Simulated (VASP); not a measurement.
A run of VASP 6.6.1:

INCAR

```
SYSTEM = Ti
PREC = Accurate
ENCUT = 520
EDIFF = 1E-8
ISMEAR = -1
SIGMA = 0.15
LREAL = .False.
LASPH = .True.
NELM = 60
ALGO = Normal
ISIF = 2
LWAVE = .False.
LCHARG = .True.
METAGGA = R2SCAN
LMIXTAU = .True.
IBRION = 6
NFREE = 2
POTIM = 0.015
NSW = 1
```

File KPOINTS:

```
Automatic mesh
0
Gamma
  15 15 8
  0 0 0
```

File POSCAR:

```
Ti
1.0
    2.9375486394      0.0000000000      0.0000000000
   -1.4687743197      2.5439917466      0.0000000000
    0.0000000000      0.0000000000      4.6482925314
Ti
2
Direct
    0.3333333333      0.6666666667      0.2500000000
    0.6666666667      0.3333333333      0.7500000000
```

Potentials or basis: VASP PAW PBE potentials, release 64 (Ti_sv).

Run with:

```bash
$ cat potpaw_PBE.64/Ti_sv/POTCAR > POTCAR
$ mpirun -np 1 vasp_std > vasp.out
```

Hardware: 1 thread of AMD EPYC 9R45 96-Core Processor (Zen 5) (shared host).

Q: How long does it take, and how much memory?

A: Run time: 33 min on 1 thread of AMD EPYC 9R45 96-Core Processor (Zen 5), on a shared host, peak memory 0.51 GiB. Counts: scf iterations 84, k points 135.
